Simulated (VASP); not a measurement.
Input of a VASP 6.6.1 run:

The input INCAR:

```
  ALGO = Normal
  EDIFF = 1E-6
  ENCUT = 520
  GGA = PE
  ISIF = 2
  ISMEAR = -1
  LASPH = True
  LCHARG = False
  LREAL = False
  LWAVE = False
  NBANDS = 18
  NELM = 100
  PREC = Accurate
  SIGMA = 0.03
```

The input KPOINTS:

```
k-points
0
Gamma
  13 13 7
```

Contents of POSCAR:

```
Sc
1.0
    3.3361445746      0.0000000000      0.0000000000
   -1.6680722872      2.8891859522      0.0000000000
    0.0000000000      0.0000000000      5.3115391645
Sc
2
Direct
    0.3333333333      0.6666666667      0.2500000000
    0.6666666667      0.3333333333      0.7500000000
```

Potentials or basis: VASP PAW PBE potentials, release 64 (Sc_sv).

Run with:

```bash
$ cat potpaw_PBE.64/Sc_sv/POTCAR > POTCAR
$ mpirun -np 1 vasp_std > vasp.out
```

Task: Predict the band gap on the k mesh.

Result: Zero (band 11 reaches 4.18 eV, above the bottom of band 12 at 3.03 eV).

Task: Predict the pressure.

Result: -1.9 GPa.

Stress tensor (GPa, compression positive):
```
-1.37  0.00  0.00
 0.00 -1.37  0.00
 0.00  0.00 -2.95
```
